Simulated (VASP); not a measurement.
TiTe2, 3 atoms in the cell. It takes space group P-3m1 (No. 164, trigonal). The conventional cell has a = 3.777 Å, b = 3.777 Å, c = 6.498 Å, α = 90.00°, β = 90.00°, γ = 120.00°. Within 3.8 Å of Te (site symmetry 3m) lie 3 Ti at 2.77 Å and 9 Te at 3.78 Å. Within 3.8 Å of Ti (site symmetry -3m) lie 6 Te at 2.77 Å and 6 Ti at 3.78 Å. 

- Program: VASP 6.6.1
- Task: relaxation of cell and atoms
- Functional: PBE
- Dispersion: D4
- Potentials or basis: VASP PAW PBE potentials, release 64 (Te, Ti_sv)
- Cutoff: 600 eV
- k mesh: 8 × 8 × 4
- Occupations: fermi-dirac, width 0.05 eV
- Spin: no spin polarisation
- Dipole correction: no
- Further INCAR settings: ALGO = Normal; EDIFF = 1e-07; IBRION = 2; EDIFFG = -0.01; NSW = 60; ISIF = 3

Potentials or basis: VASP PAW PBE potentials, release 64 (Te, Ti_sv).

The run is started by

```bash
$ cat potpaw_PBE.64/Te/POTCAR potpaw_PBE.64/Ti_sv/POTCAR > POTCAR
$ mpirun -np 1 vasp_std > vasp.out
```

Hardware: 1 thread of Intel(R) Xeon(R) Platinum 8259CL CPU @ 2.50GHz (Skylake/Cascade Lake), on a shared host.

Problem. How long does it take, and how much memory?

Solution. Run time: 7.8 min on 1 thread of Intel(R) Xeon(R) Platinum 8259CL CPU @ 2.50GHz (Skylake/Cascade Lake) (shared host), peak memory 0.26 GiB. Counts: scf iterations 106, k points 35, ion steps 10.
